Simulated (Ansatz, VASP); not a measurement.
# Ca2Nb2O6F in VASP and in Ansatz

```
Ca Nb O F
1.0
     0.00000    5.21025    5.21025
     5.21025    0.00000    5.21025
     5.21025    5.21025    0.00000
Ca Nb O F
4 4 12 2
Direct
  0.12500 0.12500 0.12500
  0.62500 0.12500 0.12500
  0.12500 0.12500 0.62500
  0.12500 0.62500 0.12500
  0.62500 0.62500 0.62500
  0.12500 0.62500 0.62500
  0.62500 0.62500 0.12500
  0.62500 0.12500 0.62500
  0.70574 0.29426 0.29426
  0.54426 0.95574 0.54426
  0.29426 0.70574 0.70574
  0.95574 0.54426 0.95574
  0.29426 0.70574 0.29426
  0.54426 0.54426 0.95574
  0.70574 0.29426 0.70574
  0.95574 0.95574 0.54426
  0.54426 0.95574 0.95574
  0.29426 0.29426 0.70574
  0.95574 0.54426 0.54426
  0.70574 0.70574 0.29426
  0.00000 0.00000 0.00000
  0.25000 0.25000 0.25000
```

Alike in both runs: functional PBE; k mesh 6 × 6 × 6; occupations fermi-dirac, width 0.05 eV; no spin polarisation.

Ansatz relaxed the structure, and its values are those at the end. VASP's run is a single point on that final structure, the one shown.

|  | VASP | Ansatz |
| --- | --- | --- |
| version | VASP 6.6.1 | Ansatz 0.2.0 |
| potentials or method | VASP PAW PBE potentials, release 64 (Ca_sv, Nb_sv, O, F) | plane-wave PAW, scalar-relativistic |
| plane-wave cutoff (eV) | 520 | 420 |
| valence electrons in the cell | 178 | 178 |

|  | VASP | Ansatz | Ansatz less VASP |
| --- | --- | --- | --- |
| pressure (GPa) | 1.2 | 1.1 | -0.04 |
| rms of the force components (eV/Å) | 0.020 | 0.006 | -0.0139 |

The functional is the same, so the differences come from potentials, cutoffs and numerics. Ansatz's warnings: stress scf threshold loose.
